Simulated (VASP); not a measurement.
# Sb (I4/mmm) in VASP: notebook

The runs below take Sb through single point, with PBE.

Everything below comes from runs of VASP 6.6.1. Logs are shortened: lines on timing, memory, paths and dates and some standing lists are left out, and cuts for length are marked.

## (1) The cell of the first run

It takes space group I4/mmm (No. 139, tetragonal). The conventional cell has a = 2.980 Å, b = 2.980 Å, c = 4.960 Å, α = 90.00°, β = 90.00°, γ = 90.00°. Within 3.9 Å of Sb (site symmetry 4/mmm) lie 12 Sb at 2.98 to 3.25 Å.

## (2) Single point, PBE (equal xx and yy strain of -1 %)

Contents of INCAR:

```
PREC = Accurate ; ENCUT = 520
EDIFF = 1E-6 ; ISMEAR = -1
SIGMA = 0.05 ; LREAL = F
LASPH = T ; NELM = 80
ALGO = Normal ; ISIF = 2
LWAVE = F ; LCHARG = F
GGA = PE ; NBANDS = 8
```

Contents of KPOINTS:

```
regular mesh
0
Gamma
  19 19 19
```

Contents of POSCAR:

```
Sb
1.0
   -1.4899500000      1.4899500000      2.4800000000
    1.4899500000     -1.4899500000      2.4800000000
    1.4899500000      1.4899500000     -2.4800000000
Sb
1
Direct
    0.0000000000      0.0000000000      0.0000000000
```

Potentials or basis: VASP PAW PBE potentials, release 64 (Sb).

The run is started by

```
$ cat potpaw_PBE.64/Sb/POTCAR > POTCAR
$ mpirun -np 1 vasp_std > vasp.out
```

OUTCAR:

```text
PREC = Accurate
   ENCUT = 520
   EDIFF = 1E-6
   ISMEAR = -1
   LREAL = F
   LASPH = T
   NELM = 80
   ISIF = 2
   GGA = PE

 ion  position               nearest neighbor table
   1  0.000  0.000  0.000-

  LATTYP: Found a body centered tetragonal cell.
 ALAT       =     2.9799000000
 C/A-ratio  =     1.6644853854

  Lattice vectors:

 A1 = (  -1.4899500000,   1.4899500000,   2.4800000000)
 A2 = (   1.4899500000,  -1.4899500000,   2.4800000000)
 A3 = (   1.4899500000,   1.4899500000,  -2.4800000000)

Analysis of symmetry for initial positions (statically):
=====================================================================
 Subroutine PRICEL returns:
 Original cell was already a primitive cell.

 Routine SETGRP: Setting up the symmetry group for a
 body centered tetragonal supercell.

 Subroutine GETGRP returns: Found 16 space group operations
 (whereof 16 operations were pure point group operations)
 out of a pool of 16 trial point group operations.

The static configuration has the point symmetry D_4h.

Analysis of symmetry for dynamics (positions and initial velocities):
=====================================================================
 Subroutine PRICEL returns:
 Original cell was already a primitive cell.

 Routine SETGRP: Setting up the symmetry group for a
 body centered tetragonal supercell.

 Subroutine GETGRP returns: Found 16 space group operations
 (whereof 16 operations were pure point group operations)
 out of a pool of 16 trial point group operations.

The dynamic configuration has the point symmetry D_4h.

 Subroutine INISYM returns: Found 16 space group operations
 (whereof 16 operations are pure point group operations),
 and found     1 'primitive' translations

----------------------------------------------------------------------------------------

                                     Primitive cell

  volume of cell :      22.0219

  direct lattice vectors                    reciprocal lattice vectors
    -1.489950000  1.489950000  2.480000000     0.000000000  0.335581731  0.201612903
     1.489950000 -1.489950000  2.480000000     0.335581731  0.000000000  0.201612903
     1.489950000  1.489950000 -2.480000000     0.335581731  0.335581731  0.000000000

  length of vectors
     3.254274421  3.254274421  3.254274421     0.391488009  0.391488009  0.474584235

  position of ions in fractional coordinates (direct lattice)
     0.000000000  0.000000000  0.000000000

  ion indices of the primitive-cell ions
   primitive index   ion index
                 1           1

----------------------------------------------------------------------------------------

 KPOINTS: regular mesh

Automatic generation of k-mesh.
 Grid dimensions read from file:
 generate k-points for:   19   19   19

 Generating k-lattice:

  Cartesian coordinates                     Fractional coordinates (reciprocal lattice)
     0.000000000  0.017662196  0.010611205     0.052631579  0.000000000 -0.000000000
     0.017662196  0.000000000  0.010611205     0.000000000  0.052631579 -0.000000000
     0.017662196  0.017662196  0.000000000     0.000000000  0.000000000  0.052631579

  Length of vectors
     0.020604632  0.020604632  0.024978118

  Shift w.r.t. Gamma in fractional coordinates (k-lattice)
     0.000000000  0.000000000  0.000000000

 Subroutine IBZKPT returns following result:
 ===========================================

 Found    550 irreducible k-points:

 Following reciprocal coordinates:
            Coordinates               Weight
  0.000000  0.000000  0.000000      1.000000
  0.052632  0.000000 -0.000000      8.000000
  0.105263  0.000000 -0.000000      8.000000
  0.157895 -0.000000  0.000000      8.000000
  0.210526 -0.000000  0.000000      8.000000
  0.263158 -0.000000  0.000000      8.000000
[... 16 lines left out ...]
 -0.315789  0.052632  0.000000     16.000000
 -0.263158  0.052632  0.000000     16.000000
 [... further k-points ...]
   k-points           NKPTS =    550   k-points in BZ     NKDIM =    550   number of bands    NBANDS=      8
   number of dos      NEDOS =    301   number of ions     NIONS =      1
   total plane-waves  NPLWV =  13824
   dimension x,y,z NGX =    24 NGY =   24 NGZ =   24
   dimension x,y,z NGXF=    48 NGYF=   48 NGZF=   48
   ions per type =               1
   NGX,Y,Z   is equivalent  to a cutoff of  12.26, 12.26, 12.26 a.u.
   NGXF,Y,Z  is equivalent  to a cutoff of  24.52, 24.52, 24.52 a.u.
 SYSTEM =  unknown system
   PREC   = accura    normal or accurate (medium, high low for compatibility)
   ISTART =      0    job   : 0-new  1-cont  2-samecut
   ICHARG =      2    charge: 1-file 2-atom 10-const
   ISPIN  =      1    spin polarized calculation?
   LNONCOLLINEAR =      F non collinear calculations
   LSORBIT =      F    spin-orbit coupling
   LASPH  =      T    aspherical Exc in radial PAW
   ENCUT  =  520.0 eV  38.22 Ry    6.18 a.u.   6.05  6.05  6.05*2*pi/ulx,y,z
   NELM   =     80;   NELMIN=  2; NELMDL= -5     # of ELM steps
   EDIFF  = 0.1E-05   stopping-criterion for ELM
   LREAL  =      F    real-space projection
   EDIFFG = 0.1E-04   stopping-criterion for IOM
   NSW    =      0    number of steps for IOM
   IBRION =     -1    ionic relax: 0-MD 1-quasi-New 2-CG
   NFREE  =      0    steps in history (QN), initial steepest desc. (CG)
   ISIF   =      2    stress and relaxation
   ISYM   =      2    0-nonsym 1-usesym 2-fastsym
   POTIM  = 0.5000    time-step for ionic-motion
   TEBEG  =    0.0;   TEEND  =   0.0 temperature during run
   PSTRESS=    0.0 pullay stress
   NELECT =       5.0000    total number of electrons
   NUPDOWN=      -1.0000    fix difference up-down
   EMIN   =  10.00;   EMAX   =-10.00  energy-range for DOS
   EFERMI =   0.00;   METHOD = LEGACY
   ISMEAR =    -1;   SIGMA  =   0.05  broadening in eV -4-tet -1-fermi 0-gaus
   EFERMI_NEDOS =   21; number of points for ismear=-14 and -15
   IALGO  =     38    algorithm
   IMIX   =      4    mixing-type and parameters
     AMIX     =   0.40;   BMIX     =  1.00
     AMIX_MAG =   1.60;   BMIX_MAG =  1.00
  volume/ion in A,a.u.               =      22.02       148.61
  Fermi-wavevector in a.u.,A,eV,Ry     =   0.998726  1.887319 13.571188  0.997454
  Thomas-Fermi vector in A             =   2.130969
   LORBIT       =      0    0 simple, 1 ext, 2 COOP (PROOUT), +10 PAW based schemes
   GGA     = PE    functional components
   LHFCALC =     F    Hartree Fock is set to
   AEXX    =    0.0000 exact exchange contribution
   IVDW    =     0    specifies the selected vdW correction
   LEPSILON=     F    determine dielectric tensor
   LRPA    =     F    only Hartree local field effects (RPA)
 non-spin polarized calculation
  energy-cutoff  :      520.00
  volume of cell :       22.02
 maximum number of plane-waves:       622
   NGX = 13   NGY = 13   NGZ = 13

 number of electron       5.0000000 magnetization

 Free energy of the ion-electron system (eV)
  ---------------------------------------------------
  ext. energy  EPLUGINS =         0.00000000
  ---------------------------------------------------
  free energy    TOTEN  =        -3.52708925 eV

  energy without entropy =       -3.52246691  energy(sigma->0) =       -3.52477808

 E-fermi :  11.4542     XC(G=0): -11.1307

 val. band max:       11.4411626165   @ k =  -0.3158  -0.4211   0.1053
 cond. band min:      11.4590475350   @ k =  -0.1579  -0.4211   0.1579
 fundamental gap:      0.0178849185
 Fermi energy:        11.4541543748

 k-point     1 :       0.0000    0.0000    0.0000
  band No.  band energies     occupation
      1      -3.3011      2.00000
      2      18.0346      0.00000
      3      18.3636      0.00000
      4      18.3636      0.00000
      5      21.5738      0.00000
      6      21.8729      0.00000
      7      22.6773      0.00000
      8      22.6773      0.00000

 k-point     2 :       0.0526    0.0000   -0.0000
  band No.  band energies     occupation
      1      -3.2345      2.00000
      2      17.5189      0.00000
      3      17.9216      0.00000
      4      18.3255      0.00000
      5      21.2067      0.00000
      6      21.9272      0.00000
      7      22.7652      0.00000
      8      22.8043      0.00000

 k-point     3 :       0.1053    0.0000   -0.0000
  band No.  band energies     occupation
      1      -3.0346      2.00000
      2      15.9141      0.00000
      3      17.3756      0.00000
      4      18.2285      0.00000
      5      20.7064      0.00000
      6      21.7413      0.00000
      7      23.0651      0.00000
      8      23.1630      0.00000

 k-point     4 :       0.1579   -0.0000    0.0000
  band No.  band energies     occupation
      1      -2.7018      2.00000
      2      14.0315      0.00000
      3      16.7227      0.00000
      4      18.1094      0.00000
      5      20.2315      0.00000
      6      21.4126      0.00000
      7      23.6944      0.00000
      8      23.8599      0.00000

 k-point     5 :       0.2105   -0.0000    0.0000
  band No.  band energies     occupation
      1      -2.2366      2.00000
      2      12.1182      0.00000
      3      16.0587      0.00000
      4      18.0020      0.00000
      5      19.7623      0.00000
      6      21.2271      0.00000
      7      24.2617      0.00000
      8      24.7842      0.00000
[... 177 lines left out ...]
 k-point    22 :      -0.3684    0.0526    0.0000
  band No.  band energies     occupation
      1      -0.2525      2.00000
      2       7.3401      2.00000
      3      14.3785      0.00000
      4      17.5661      0.00000
      5      19.0359      0.00000
      6      21.2962      0.00000
      7      22.9752      0.00000
      8      24.5596      0.00000

 k-point    23 :      -0.3158    0.0526    0.0000
  band No.  band energies     occupation
      1      -1.0591      2.00000
      2       9.0017      2.00000
      3      14.7893      0.00000
      4      17.6305      0.00000
      5      19.3355      0.00000
      6      21.6481      0.00000
      7      23.0647      0.00000
      8      24.7434      0.00000

 k-point    24 :      -0.2632    0.0526    0.0000
  band No.  band energies     occupation
      1      -1.7482      2.00000
      2      10.7855      2.00000
      3      15.3075      0.00000
      4      17.7139      0.00000
      5      19.6898      0.00000
      6      21.8390      0.00000
      7      23.4863      0.00000
      8      24.0527      0.00000

 [... further k-points ...]

------------------------ aborting loop because EDIFF is reached ----------------------------------------

  FORCE on cell =-STRESS in cart. coord.  units (eV):
  Direction    XX          YY          ZZ          XY          YZ          ZX
  --------------------------------------------------------------------------------------
  -------------------------------------------------------------------------------------
  Total        3.2083738      3.2083738      2.7591204      0.0000000     -0.0000000      0.0000000
  in kB      233.4213015    233.4213015    200.7364224      0.0000000     -0.0000000      0.0000000
  external PRESSURE =     222.5263418 kB  Pullay stress =       0.0000000 kB

 VOLUME and BASIS-vectors are now :
 -----------------------------------------------------------------------------
  energy-cutoff  :      520.00
  volume of cell :       22.02
      direct lattice vectors                 reciprocal lattice vectors
    -1.489950000  1.489950000  2.480000000     0.000000000  0.335581731  0.201612903
     1.489950000 -1.489950000  2.480000000     0.335581731  0.000000000  0.201612903
     1.489950000  1.489950000 -2.480000000     0.335581731  0.335581731  0.000000000

 POSITION                                       TOTAL-FORCE (eV/Angst)
 -----------------------------------------------------------------------------------
      0.00000      0.00000      0.00000         0.000000      0.000000      0.000000
 -----------------------------------------------------------------------------------
    total drift:                                0.000000      0.000000     -0.000000

  FREE ENERGIE OF THE ION-ELECTRON SYSTEM (eV)
  ---------------------------------------------------
  free  energy   TOTEN  =        -3.5270892511 eV

  energy  without entropy=       -3.5224669127  energy(sigma->0) =       -3.52477808
```

Run time: 96 s. Hardware: 1 thread of AMD EPYC 7R13, shared host; peak memory 0.19 GiB.

Results:

```yaml
Free_energy: -3.5271 eV
Pressure: 22.3 GPa
Band_gap_on_the_k_mesh: zero (an odd number of electrons rules out a gap without spin polarisation)
```

Levels at points of the mesh, in eV from the Fermi level:
```
           k point  band 1  band 2  band 3  band 4  band 5  band 6  band 7
(0.00, 0.00, 0.00)  -14.76    6.58    6.91    6.91   10.12   10.42   11.22
```

Caveat: the cell differs from its parent crystal (equal xx and yy strain of -1 %); the cell stands under pressure; spin-orbit coupling is left out, which moves the levels of the heavy elements.

## (3) Single point, PBE (zz strain of -1 %)

Contents of INCAR:

```
SYSTEM = Sb
PREC = Accurate
ENCUT = 520
EDIFF = 1E-6
ISMEAR = -1
SIGMA = 0.05
LREAL = .False.
LASPH = .True.
NELM = 100
ALGO = Normal
ISIF = 2
LWAVE = .False.
LCHARG = .False.
GGA = PE
NBANDS = 8
```

Contents of KPOINTS:

```
Automatic mesh
0
Gamma
  19 19 19
  0 0 0
```

Contents of POSCAR:

```
Sb
1.0
   -1.5050000000      1.5050000000      2.4552000000
    1.5050000000     -1.5050000000      2.4552000000
    1.5050000000      1.5050000000     -2.4552000000
Sb
1
Direct
    0.0000000000      0.0000000000      0.0000000000
```

Potentials or basis: VASP PAW PBE potentials, release 64 (Sb).

The run is started by

```
$ cat potpaw_PBE.64/Sb/POTCAR > POTCAR
$ mpirun -np 1 vasp_std > vasp.out
```

Wall time 87 s (1 thread of AMD EPYC 7R13, shared host); peak memory 0.19 GiB.

Results (log left out):

| Property | Result |
| --- | --- |
| Free energy | -3.5616 eV |
| Pressure | 20.5 GPa |
| Band gap on the k mesh | zero (an odd number of electrons rules out a gap without spin polarisation) |

Stress tensor (GPa, compression positive):
```
21.11  0.00  0.00
 0.00 21.11  0.00
 0.00  0.00 19.35
```

Levels at points of the mesh, in eV from the Fermi level:
| k point | band 1 | band 2 | band 3 | band 4 | band 5 | band 6 |
| --- | --- | --- | --- | --- | --- | --- |
| (0.00, 0.00, 0.00) | -14.66 | 6.62 | 6.80 | 6.80 | 10.11 | 10.35 |

Caveat: the cell differs from its parent crystal (zz strain of -1 %); the cell stands under pressure; spin-orbit coupling is left out, which moves the levels of the heavy elements.

## (4) Single point, PBE (zz strain of +1 %)

Contents of INCAR:

```
  PREC = Accurate
  ENCUT = 520
  EDIFF = 1E-6
  ISMEAR = -1
  SIGMA = 0.05
  LREAL = False
  LASPH = True
  NELM = 80
  ALGO = Normal
  ISIF = 2
  LWAVE = False
  LCHARG = True
  GGA = PE
  LELF = True
  LVHAR = True
  NBANDS = 8
```

Contents of KPOINTS:

```
regular mesh
0
Gamma
  19 19 19
```

Contents of POSCAR:

```
Sb
1.0
   -1.5050000000      1.5050000000      2.5048000000
    1.5050000000     -1.5050000000      2.5048000000
    1.5050000000      1.5050000000     -2.5048000000
Sb
1
Direct
    0.0000000000      0.0000000000      0.0000000000
```

The run is started by

```
$ cat potpaw_PBE.64/Sb/POTCAR > POTCAR
$ mpirun -np 1 vasp_std > vasp.out
```

Wall time 77 s (1 thread of AMD EPYC 7R13, shared host); peak memory 0.19 GiB.

It converged, with:

```yaml
Free_energy: -3.6113 eV
Pressure: 18.0 GPa
Band_gap_on_the_k_mesh: zero (an odd number of electrons rules out a gap without spin polarisation)
```

Stress tensor (GPa, compression positive):
```
18.83  0.00  0.00
 0.00 18.83  0.00
 0.00  0.00 16.34
```

Levels at points of the mesh, in eV from the Fermi level:
```tsv
k point	band 1	band 2	band 3	band 4	band 5	band 6
(0.00, 0.00, 0.00)	-14.46	6.30	6.67	6.67	10.01	10.44
```

Caveat: the cell differs from its parent crystal (zz strain of +1 %); the cell stands under pressure; spin-orbit coupling is left out, which moves the levels of the heavy elements.

## (5) The runs side by side

| cell | gap on the mesh (eV) | pressure (GPa) |
| --- | --- | --- |
| a = 3.254 Å, angles 125.5, 125.5, 80.7°, 1 atom | none | 22.3 |
| a = 3.249 Å, angles 124.8, 124.8, 81.8°, 1 atom | none | 20.5 |
| a = 3.287 Å, angles 125.5, 125.5, 80.7°, 1 atom | none | 18.0 |

Alike in all rows: task single point; level PBE; potentials or basis VASP PAW PBE potentials, release 64 (Sb); no spin polarisation; k mesh 19 × 19 × 19; cutoff (eV) 520; smearing fermi-dirac 0.05 eV.

Caveats: the cell stands under pressure; spin-orbit coupling is left out, which moves the levels of the heavy elements.

Total energies depend on the potentials used, so only differences within one code and one set of settings carry meaning.
